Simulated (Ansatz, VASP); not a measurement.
## One calculation of Co, two programs

```
Co
1.0
    -1.28245    1.28245    1.28245
     1.28245   -1.28245    1.28245
     1.28245    1.28245   -1.28245
Co
1
Direct
  0.00000 0.00000 0.00000
```

Change from the starting cell: volume scaled by 0.8, LAPW.

Alike in both runs: task single point; functional PBE; k mesh 21 × 21 × 21; occupations fermi-dirac, width 0.05 eV; no spin polarisation.

|  | VASP | Ansatz |
| --- | --- | --- |
| version | VASP 6.6.1 | Ansatz 0.2.0 |
| potentials or method | VASP PAW PBE potentials, release 64 (Co), cutoff 520 eV | all-electron LAPW, scalar-relativistic |

VASP gave:

| Quantity | Value |
| --- | --- |
| pressure (GPa) | 87.8 |

Question: Estimate Ansatz's values.

Answer: Pressure (GPa): 90.0.

Both programs put the cell under a high pressure, so it lies far from rest at this level. Ansatz ran all-electron here, and VASP with PAW potentials.

Noted on VASP's run: the cell as given lies far from equilibrium.
